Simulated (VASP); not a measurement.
# CdS (P3m1) in VASP: single point with LDA

Aim: the single point of CdS with LDA.

All numbers are computed with VASP 6.6.1; they aren't measurements. Logs are shortened: lines on timing, memory, paths and dates and some standing lists are left out, and cuts for length are marked.

### Step 1. The cell of the first run

It takes space group P3m1 (No. 156, trigonal). The conventional cell has a = 4.261 Å, b = 4.261 Å, c = 5.804 Å, α = 90.00°, β = 90.00°, γ = 120.00°. Within 3.2 Å of Cd (site symmetry 3m) lie 3 S at 2.46 Å. S (site symmetry 3m) has 3 Cd at 2.46 Å within 3.2 Å.

### Step 2. Single point, LDA

Input file INCAR:

```
SYSTEM = CdS
ALGO = Normal ; EDIFF = 1E-7
ENCUT = 520 ; ISIF = 2
ISMEAR = 0 ; LASPH = .TRUE.
LCHARG = .FALSE. ; LREAL = .FALSE.
LWAVE = .FALSE. ; NBANDS = 16
NELM = 100 ; PREC = Accurate
SIGMA = 0.01
```

Input file KPOINTS:

```
k-points
0
G
  6 6 4
  0 0 0
```

Input file POSCAR:

```
CdS
1.0
    4.2611695900      0.0000000000      0.0000000000
   -2.1305847900      3.6902811100      0.0000000000
    0.0000000000      0.0000000000      5.8041729400
Cd S
1 1
Direct
    0.0000000000      0.0000000000      0.4426919200
    0.6666666700      0.3333333300      0.4343080800
```

Potentials or basis: VASP PAW LDA potentials, release 64 (Cd, S).

Started as:

```bash
$ cat potpaw_LDA.64/Cd/POTCAR potpaw_LDA.64/S/POTCAR > POTCAR
$ mpirun -np 1 vasp_std > vasp.out
```

OUTCAR:

```text
SYSTEM = CdS
   EDIFF = 1E-7
   ENCUT = 520
   ISIF = 2
   ISMEAR = 0
   LASPH = .TRUE.
   LREAL = .FALSE.
   NELM = 100
   PREC = Accurate

 ion  position               nearest neighbor table
   1  0.000  0.000  0.443-   2 2.46   2 2.46   2 2.46
   2  0.667  0.333  0.434-   1 2.46   1 2.46   1 2.46

  LATTYP: Found a hexagonal cell.
 ALAT       =     4.2611695900
 C/A-ratio  =     1.3621079418

  Lattice vectors:

 A1 = (   4.2611695900,   0.0000000000,   0.0000000000)
 A2 = (  -2.1305847900,   3.6902811100,   0.0000000000)
 A3 = (   0.0000000000,   0.0000000000,   5.8041729400)

Analysis of symmetry for initial positions (statically):
=====================================================================
 Subroutine PRICEL returns:
 Original cell was already a primitive cell.

 Routine SETGRP: Setting up the symmetry group for a
 hexagonal supercell.

 Subroutine GETGRP returns: Found  6 space group operations
 (whereof  6 operations were pure point group operations)
 out of a pool of 24 trial point group operations.

The static configuration has the point symmetry C_3v.

Analysis of symmetry for dynamics (positions and initial velocities):
=====================================================================
 Subroutine PRICEL returns:
 Original cell was already a primitive cell.

 Routine SETGRP: Setting up the symmetry group for a
 hexagonal supercell.

 Subroutine GETGRP returns: Found  6 space group operations
 (whereof  6 operations were pure point group operations)
 out of a pool of 24 trial point group operations.

The dynamic configuration has the point symmetry C_3v.

 Subroutine INISYM returns: Found  6 space group operations
 (whereof  6 operations are pure point group operations),
 and found     1 'primitive' translations

----------------------------------------------------------------------------------------

                                     Primitive cell

  volume of cell :      91.2701

  direct lattice vectors                    reciprocal lattice vectors
     4.261169590  0.000000000  0.000000000     0.234677353  0.135491033  0.000000000
    -2.130584790  3.690281110  0.000000000     0.000000000  0.270982066  0.000000000
     0.000000000  0.000000000  5.804172940     0.000000000  0.000000000  0.172289835

  length of vectors
     4.261169590  4.261169583  5.804172940     0.270982066  0.270982066  0.172289835

  position of ions in fractional coordinates (direct lattice)
     0.000000000  0.000000000  0.442691920
     0.666666670  0.333333330  0.434308080

  ion indices of the primitive-cell ions
   primitive index   ion index
                 1           1
                 2           2

----------------------------------------------------------------------------------------

 KPOINTS: k-points

Automatic generation of k-mesh.
 Grid dimensions read from file:
 generate k-points for:    6    6    4

 Generating k-lattice:

  Cartesian coordinates                     Fractional coordinates (reciprocal lattice)
     0.039112892  0.022581839  0.000000000     0.166666667  0.000000000  0.000000000
     0.000000000  0.045163678  0.000000000     0.000000000  0.166666667  0.000000000
     0.000000000  0.000000000  0.043072459     0.000000000  0.000000000  0.250000000

  Length of vectors
     0.045163678  0.045163678  0.043072459

  Shift w.r.t. Gamma in fractional coordinates (k-lattice)
     0.000000000  0.000000000  0.000000000

 Subroutine IBZKPT returns following result:
 ===========================================

 Found     24 irreducible k-points:

 Following reciprocal coordinates:
            Coordinates               Weight
  0.000000  0.000000  0.000000      1.000000
  0.166667  0.000000  0.000000      6.000000
  0.333333 -0.000000  0.000000      6.000000
  0.500000 -0.000000  0.000000      3.000000
  0.166667  0.166667  0.000000      6.000000
  0.333333  0.166667  0.000000     12.000000
[... 16 lines left out ...]
  0.333333  0.166667  0.500000     12.000000
  0.333333  0.333333  0.500000      2.000000
   k-points           NKPTS =     24   k-points in BZ     NKDIM =     24   number of bands    NBANDS=     16
   number of dos      NEDOS =    301   number of ions     NIONS =      2
   total plane-waves  NPLWV =  49152
   dimension x,y,z NGX =    32 NGY =   32 NGZ =   48
   dimension x,y,z NGXF=    64 NGYF=   64 NGZF=   96
   ions per type =               1   1
   NGX,Y,Z   is equivalent  to a cutoff of  12.48, 12.48, 13.75 a.u.
   NGXF,Y,Z  is equivalent  to a cutoff of  24.97, 24.97, 27.50 a.u.
 SYSTEM =  CdS
   PREC   = accura    normal or accurate (medium, high low for compatibility)
   ISTART =      0    job   : 0-new  1-cont  2-samecut
   ICHARG =      2    charge: 1-file 2-atom 10-const
   ISPIN  =      1    spin polarized calculation?
   LNONCOLLINEAR =      F non collinear calculations
   LSORBIT =      F    spin-orbit coupling
   LASPH  =      T    aspherical Exc in radial PAW
   ENCUT  =  520.0 eV  38.22 Ry    6.18 a.u.   7.92  7.92 10.79*2*pi/ulx,y,z
   NELM   =    100;   NELMIN=  2; NELMDL= -5     # of ELM steps
   EDIFF  = 0.1E-06   stopping-criterion for ELM
   LREAL  =      F    real-space projection
   EDIFFG = 0.1E-05   stopping-criterion for IOM
   NSW    =      0    number of steps for IOM
   IBRION =     -1    ionic relax: 0-MD 1-quasi-New 2-CG
   NFREE  =      0    steps in history (QN), initial steepest desc. (CG)
   ISIF   =      2    stress and relaxation
   ISYM   =      2    0-nonsym 1-usesym 2-fastsym
   POTIM  = 0.5000    time-step for ionic-motion
   TEBEG  =    0.0;   TEEND  =   0.0 temperature during run
   PSTRESS=    0.0 pullay stress
   NELECT =      18.0000    total number of electrons
   NUPDOWN=      -1.0000    fix difference up-down
   EMIN   =  10.00;   EMAX   =-10.00  energy-range for DOS
   EFERMI =   0.00;   METHOD = LEGACY
   ISMEAR =     0;   SIGMA  =   0.01  broadening in eV -4-tet -1-fermi 0-gaus
   EFERMI_NEDOS =   21; number of points for ismear=-14 and -15
   IALGO  =     38    algorithm
   IMIX   =      4    mixing-type and parameters
     AMIX     =   0.40;   BMIX     =  1.00
     AMIX_MAG =   1.60;   BMIX_MAG =  1.00
  volume/ion in A,a.u.               =      45.64       307.96
  Fermi-wavevector in a.u.,A,eV,Ry     =   0.952919  1.800756 12.354841  0.908055
  Thomas-Fermi vector in A             =   2.081527
   LORBIT       =      0    0 simple, 1 ext, 2 COOP (PROOUT), +10 PAW based schemes
   GGA     = CA    functional components
   LHFCALC =     F    Hartree Fock is set to
   AEXX    =    0.0000 exact exchange contribution
   IVDW    =     0    specifies the selected vdW correction
   LEPSILON=     F    determine dielectric tensor
   LRPA    =     F    only Hartree local field effects (RPA)
 non-spin polarized calculation
 Gauss-broadening in eV      SIGMA  =   0.01
  energy-cutoff  :      520.00
  volume of cell :       91.27
 maximum number of plane-waves:      2490
   NGX = 15   NGY = 15   NGZ = 21

 number of electron      18.0000002 magnetization

 Free energy of the ion-electron system (eV)
  ---------------------------------------------------
  ext. energy  EPLUGINS =         0.00000000
  ---------------------------------------------------
  free energy    TOTEN  =        -6.59660870 eV

  energy without entropy =       -6.59660870  energy(sigma->0) =       -6.59660870

 E-fermi :  -2.2817     XC(G=0):  -6.5382

 val. band max:       -2.3613524137   @ k =   0.3333   0.3333   0.0000
 cond. band min:      -1.0875374884   @ k =   0.0000   0.0000   0.0000
 fundamental gap:      1.2738149253
 Fermi energy:        -2.2816642230

 k-point     1 :       0.0000    0.0000    0.0000
  band No.  band energies     occupation
      1     -13.9362      2.00000
      2     -10.0483      2.00000
      3     -10.0483      2.00000
      4      -9.5157      2.00000
      5      -9.5157      2.00000
      6      -9.2976      2.00000
[... 8 lines left out ...]
     15       8.3482      0.00000
     16       9.3302      0.00000

 k-point     2 :       0.1667    0.0000    0.0000
  band No.  band energies     occupation
      1     -13.8502      2.00000
      2     -10.0065      2.00000
      3      -9.9794      2.00000
      4      -9.5440      2.00000
      5      -9.5198      2.00000
      6      -9.2715      2.00000
[... 8 lines left out ...]
     15       9.0429      0.00000
     16       9.1698      0.00000

 k-point     3 :       0.3333   -0.0000    0.0000
  band No.  band energies     occupation
      1     -13.6765      2.00000
      2      -9.8581      2.00000
      3      -9.8317      2.00000
      4      -9.5981      2.00000
      5      -9.5278      2.00000
      6      -9.2030      2.00000
[... 8 lines left out ...]
     15       7.6572      0.00000
     16       8.0923      0.00000

 k-point     4 :       0.5000   -0.0000    0.0000
  band No.  band energies     occupation
      1     -13.5896      2.00000
      2      -9.7522      2.00000
      3      -9.7414      2.00000
      4      -9.6238      2.00000
      5      -9.5317      2.00000
      6      -9.1416      2.00000
[... 8 lines left out ...]
     15       7.7263      0.00000
     16       8.2416      0.00000

 k-point     5 :       0.1667    0.1667    0.0000
  band No.  band energies     occupation
      1     -13.7201      2.00000
      2      -9.9406      2.00000
      3      -9.8406      2.00000
      4      -9.5812      2.00000
      5      -9.5295      2.00000
      6      -9.2169      2.00000
[... 8 lines left out ...]
     15       7.5713      0.00000
     16       8.5534      0.00000

 k-point     6 :       0.3333    0.1667    0.0000
  band No.  band energies     occupation
      1     -13.5898      2.00000
      2      -9.8227      2.00000
      3      -9.7194      2.00000
      4      -9.6144      2.00000
      5      -9.5416      2.00000
      6      -9.0900      2.00000
[... 8 lines left out ...]
     15       6.6333      0.00000
     16       7.9679      0.00000

 k-point     7 :       0.3333    0.3333    0.0000
  band No.  band energies     occupation
      1     -13.5468      2.00000
      2      -9.7759      2.00000
      3      -9.7285      2.00000
      4      -9.6147      2.00000
      5      -9.5564      2.00000
      6      -8.9627      2.00000
[... 8 lines left out ...]
     15       6.8612      0.00000
     16       6.9116      0.00000

 k-point     8 :       0.0000    0.0000    0.2500
  band No.  band energies     occupation
      1     -13.9344      2.00000
      2     -10.0482      2.00000
      3     -10.0482      2.00000
      4      -9.5160      2.00000
      5      -9.5160      2.00000
      6      -9.2926      2.00000
[... 8 lines left out ...]
     15       8.4687      0.00000
     16       9.0679      0.00000

 k-point     9 :       0.1667    0.0000    0.2500
  band No.  band energies     occupation
      1     -13.8485      2.00000
      2     -10.0064      2.00000
      3      -9.9793      2.00000
      4      -9.5446      2.00000
      5      -9.5201      2.00000
      6      -9.2670      2.00000
[... 8 lines left out ...]
     15       8.4657      0.00000
     16       8.6687      0.00000
[... 172 lines left out ...]
 k-point    19 :       0.1667    0.0000    0.5000
  band No.  band energies     occupation
      1     -13.8469      2.00000
      2     -10.0063      2.00000
      3      -9.9792      2.00000
      4      -9.5451      2.00000
      5      -9.5204      2.00000
      6      -9.2626      2.00000
[... 8 lines left out ...]
     15       7.1041      0.00000
     16       8.4027      0.00000

 k-point    20 :       0.3333   -0.0000    0.5000
  band No.  band energies     occupation
      1     -13.6737      2.00000
      2      -9.8573      2.00000
      3      -9.8316      2.00000
      4      -9.6000      2.00000
      5      -9.5284      2.00000
      6      -9.1976      2.00000
[... 8 lines left out ...]
     15       7.7429      0.00000
     16       7.8341      0.00000

 k-point    21 :       0.5000   -0.0000    0.5000
  band No.  band energies     occupation
      1     -13.5871      2.00000
      2      -9.7522      2.00000
      3      -9.7394      2.00000
      4      -9.6260      2.00000
      5      -9.5324      2.00000
      6      -9.1402      2.00000
[... 8 lines left out ...]
     15       8.0051      0.00000
     16       8.4507      0.00000

 k-point    22 :       0.1667    0.1667    0.5000
  band No.  band energies     occupation
      1     -13.7172      2.00000
      2      -9.9402      2.00000
      3      -9.8404      2.00000
      4      -9.5829      2.00000
      5      -9.5302      2.00000
      6      -9.2101      2.00000
[... 8 lines left out ...]
     15       6.9736      0.00000
     16       7.6273      0.00000

 k-point    23 :       0.3333    0.1667    0.5000
  band No.  band energies     occupation
      1     -13.5874      2.00000
      2      -9.8219      2.00000
      3      -9.7186      2.00000
      4      -9.6164      2.00000
      5      -9.5425      2.00000
      6      -9.0877      2.00000
[... 8 lines left out ...]
     15       7.8121      0.00000
     16       8.0902      0.00000

 k-point    24 :       0.3333    0.3333    0.5000
  band No.  band energies     occupation
      1     -13.5446      2.00000
      2      -9.7742      2.00000
      3      -9.7285      2.00000
      4      -9.6167      2.00000
      5      -9.5576      2.00000
      6      -8.9619      2.00000
[... 8 lines left out ...]
     15       6.9070      0.00000
     16       8.4389      0.00000

------------------------ aborting loop because EDIFF is reached ----------------------------------------

  FORCE on cell =-STRESS in cart. coord.  units (eV):
  Direction    XX          YY          ZZ          XY          YZ          ZX
  --------------------------------------------------------------------------------------
  -------------------------------------------------------------------------------------
  Total       -1.9073894     -1.9073894     -0.0635669     -0.0000000      0.0000000      0.0000000
  in kB      -33.4827658    -33.4827657     -1.1158687     -0.0000000      0.0000000      0.0000000
  external PRESSURE =     -22.6938001 kB  Pullay stress =       0.0000000 kB

 VOLUME and BASIS-vectors are now :
 -----------------------------------------------------------------------------
  energy-cutoff  :      520.00
  volume of cell :       91.27
      direct lattice vectors                 reciprocal lattice vectors
     4.261169590  0.000000000  0.000000000     0.234677353  0.135491033  0.000000000
    -2.130584790  3.690281110  0.000000000     0.000000000  0.270982066  0.000000000
     0.000000000  0.000000000  5.804172940     0.000000000  0.000000000  0.172289835

 POSITION                                       TOTAL-FORCE (eV/Angst)
 -----------------------------------------------------------------------------------
      0.00000      0.00000      2.56946         0.000000      0.000000     -0.023162
      2.13058      1.23009      2.52080        -0.000000     -0.000000      0.023162
 -----------------------------------------------------------------------------------
    total drift:                               -0.000009      0.000006      0.000030

  FREE ENERGIE OF THE ION-ELECTRON SYSTEM (eV)
  ---------------------------------------------------
  free  energy   TOTEN  =        -6.5966086967 eV

  energy  without entropy=       -6.5966086967  energy(sigma->0) =       -6.59660870
```

Wall time 19 s (1 thread of Intel Xeon Platinum 8488C (Sapphire Rapids), shared host); peak memory 0.19 GiB.

Results:

```yaml
Free_energy: -6.5966 eV
Pressure: -2.3 GPa
Largest_force: 0.023 eV/Å
Band_gap_on_the_k_mesh: 1.27 eV, indirect (least direct gap 1.29 eV)
```

Forces in eV/Å, atoms in the order of the input:
```
Cd   0.000  0.000 -0.023
S    0.000  0.000  0.023
```

Levels at points of the mesh, in eV from the valence-band top:
| k point | band 6 | band 7 | band 8 | band 9 | band 10 | band 11 | band 12 | band 13 |
| --- | --- | --- | --- | --- | --- | --- | --- | --- |
| (0.00, 0.00, 0.00) | -6.94 | -1.05 | -0.02 | -0.02 | 1.27 | 5.48 | 6.78 | 6.78 |
| (0.50, 0.00, 0.00) | -6.78 | -3.67 | -1.33 | -0.13 | 3.52 | 4.99 | 6.62 | 7.34 |
| (0.00, 0.00, 0.50) | -6.93 | -1.28 | -0.01 | -0.01 | 1.55 | 4.95 | 6.83 | 6.83 |
| (0.50, 0.00, 0.50) | -6.78 | -3.64 | -1.32 | -0.24 | 3.68 | 4.11 | 7.63 | 7.80 |
